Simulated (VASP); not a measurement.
Input of a VASP 6.6.1 run:

INCAR

```
SYSTEM = TiB2
PREC     = Accurate       ! precision mode
ENCUT    = 500            ! plane-wave cutoff, eV
EDIFF    = 1E-7           ! SCF threshold, eV
ISMEAR   = 1              ! smearing method
SIGMA    = 0.05           ! smearing width, eV
LREAL    = .False.        ! projectors in reciprocal space
LASPH    = .True.         ! aspherical terms in the spheres
NELM     = 120            ! most SCF steps
ALGO     = Normal         ! electronic algorithm
ISIF     = 3              ! what is computed and relaxed
LWAVE    = .False.        ! write WAVECAR
LCHARG   = .False.        ! write CHGCAR
GGA      = PS             ! functional
IBRION   = 2              ! ionic algorithm
NSW      = 80             ! ionic steps
EDIFFG   = -0.02          ! ionic threshold
GGA_COMPAT= .False.      
NELMIN   = 4
```

KPOINTS

```
regular mesh
0
Gamma
  6 6 6
  0 0 0
```

POSCAR

```
TiB2
1.0
    0.0000000000      2.3800000000      2.3800000000
    2.3800000000      0.0000000000      2.3800000000
    2.3800000000      2.3800000000      0.0000000000
Ti B
1 2
Direct
    0.0000000000      0.0000000000      0.0000000000
    0.2500000000      0.2500000000      0.2500000000
    0.7500000000      0.7500000000      0.7500000000
```

Potentials or basis: VASP PAW PBE potentials, release 64 (Ti_sv, B).

The run is started by

```bash
$ cat potpaw_PBE.64/Ti_sv/POTCAR potpaw_PBE.64/B/POTCAR > POTCAR
$ mpirun -np 1 vasp_std > vasp.out
```

(1) Estimate the band gap on the k mesh.

(2) Predict the relaxed cell.

(3) Predict the relaxed volume.

(4) What does it give for the space group after relaxing (to 0.1 Å)?

Answers

(1) zero (bands 9 and 10 overlap by 1.75 eV).

(2) a = 3.564 Å, b = 3.564 Å, c = 3.564 Å, α = 60.00°, β = 60.00°, γ = 60.00°.

(3) 10.67 Å³/atom.

(4) Fm-3m (No. 225).

Caveat: the k points lie up to 0.36 Å⁻¹ apart in the final cell, too coarse for converged energies and pressures of a metal; the volume moved by over 15 % at a fixed basis, so the end points are rough; the PAW data sets were made with another functional, which shifts forces and pressure a little.
